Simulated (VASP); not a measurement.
**Pt: single point with PBE**

Crystal: Pt.

```
CELL_PARAMETERS angstrom
0.00000 2.80830 2.80830
2.80830 0.00000 2.80830
2.80830 2.80830 0.00000
ATOMIC_POSITIONS crystal
Pt 0.12500 0.12500 0.12500
Pt 0.87500 0.87500 0.87500
```

This isn't the form of Pt at room conditions, which is fcc.

| Property | Result |
| --- | --- |
| Program | VASP 6.6.1 |
| Task | single point |
| Functional | PBE |
| Potentials or basis | VASP PAW PBE potentials, release 64 (Pt) |
| Cutoff | 520 eV |
| k mesh | 11 × 11 × 11 |
| Occupations | fermi-dirac, width 0.05 eV |
| Spin | collinear spin |
| Starting moments | [0.194, 0.194] μB |
| Dipole correction | no |
| Further INCAR settings | ALGO = Normal; EDIFF = 1e-06; NBANDS = 21 |

```yaml
Pressure: 11.3 GPa
Band_gap_on_the_k_mesh: zero (filled and empty bands overlap)
Net_moment: 0.01 μB per cell
Valence_electrons_inside_the_program's_atomic_spheres: Pt 9.35
```

Levels at points of the mesh, in eV from the Fermi level:
Spin up:
| k point | band 6 | band 7 | band 8 | band 9 | band 10 | band 11 | band 12 | band 13 | band 14 | band 15 |
| --- | --- | --- | --- | --- | --- | --- | --- | --- | --- | --- |
| (0.00, 0.00, 0.00) | -4.79 | -2.09 | -2.09 | -2.09 | -0.08 | -0.08 | 10.80 | 10.85 | 12.19 | 12.19 |
Spin down:
| k point | band 6 | band 7 | band 8 | band 9 | band 10 | band 11 | band 12 | band 13 | band 14 | band 15 |
| --- | --- | --- | --- | --- | --- | --- | --- | --- | --- | --- |
| (0.00, 0.00, 0.00) | -4.79 | -2.09 | -2.09 | -2.09 | -0.08 | -0.08 | 10.80 | 10.86 | 12.19 | 12.19 |

Run time: 62 s on 1 thread of Intel(R) Xeon(R) Platinum 8488C (Sapphire Rapids), with other jobs on the host, peak memory 0.23 GiB.

Caveat: the cell stands under pressure; spin-orbit coupling is left out, which moves the levels of the heavy elements.
